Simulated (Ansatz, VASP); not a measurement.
**One calculation of ZnSe, two programs**

Contents of INCAR:

```
SYSTEM = ZnSe
PREC = Accurate ; ENCUT = 520
EDIFF = 1E-6 ; ISMEAR = 0
SIGMA = 0.05 ; LREAL = .False.
LASPH = .True. ; NELM = 60
ALGO = Normal ; ISIF = 2
LWAVE = .False. ; LCHARG = .False.
NBANDS = 16
```

Contents of KPOINTS:

```
regular mesh
0
Gamma
  10 10 10
  0 0 0
```

The input POSCAR:

```
ZnSe
1.0
    0.0000000000      3.0181278285      2.6732753131
    2.6732753131      0.0000000000      2.6732753131
    2.6732753131      3.0181278285      0.0000000000
Zn Se
1 1
Direct
    0.0000000000      0.0000000000      0.0000000000
    0.7500000000      0.7500000000      0.7500000000
```

Input for Ansatz:

```yaml
crystal:
  lattice:
    - [0.0, 3.0181278285, 2.6732753131]
    - [2.6732753131, 0.0, 2.6732753131]
    - [2.6732753131, 3.0181278285, 0.0]
  atoms:
    - { symbol: Zn, position: [0.0, 0.0, 0.0] }
    - { symbol: Se, position: [0.75, 0.75, 0.75] }
basis:
  ecutwfc: 520.0
kpoints:
  mp_grid: { grid: [10, 10, 10] }
hamiltonian:
  xc: lda
  pseudopotentials: { kind: paw, azcp: { folder: soft_1 } }
scf:
  occupations: { method: gaussian, width: 0.05 }
output:
  forces: true
  stress: true
  eigenvalues: true
```

Alike in both runs: task single point; functional LDA; k mesh 10 × 10 × 10; occupations gaussian, width 0.05 eV; no spin polarisation.

|  | VASP | Ansatz |
| --- | --- | --- |
| version | VASP 6.6.1 | Ansatz 0.2.0 |
| potentials or method | VASP PAW LDA potentials, release 64 (Zn, Se), cutoff 520 eV | scalar-relativistic, plane waves, PAW |
| valence electrons in the cell | 18 | 28 |

```tsv
	VASP	Ansatz	Ansatz less VASP
gap on the k mesh at the Fermi level (eV)	1.03	0.99	-0.042
least direct gap on the mesh (eV)	1.03	0.99	-0.042
pressure (GPa)	0.1	-0.3	-0.38
traceless stress, the component that is largest in VASP (GPa)	-3.87	-3.90	-0.027
```

Ansatz warns that its potentials were made for another functional, while VASP's fit it. LDA's correlation is that of Perdew and Zunger in VASP and of Perdew and Wang (1992) in Ansatz. VASP's potentials hold 18 valence electrons a cell and Ansatz's 28, so a difference there can come from the potentials and not from the codes.
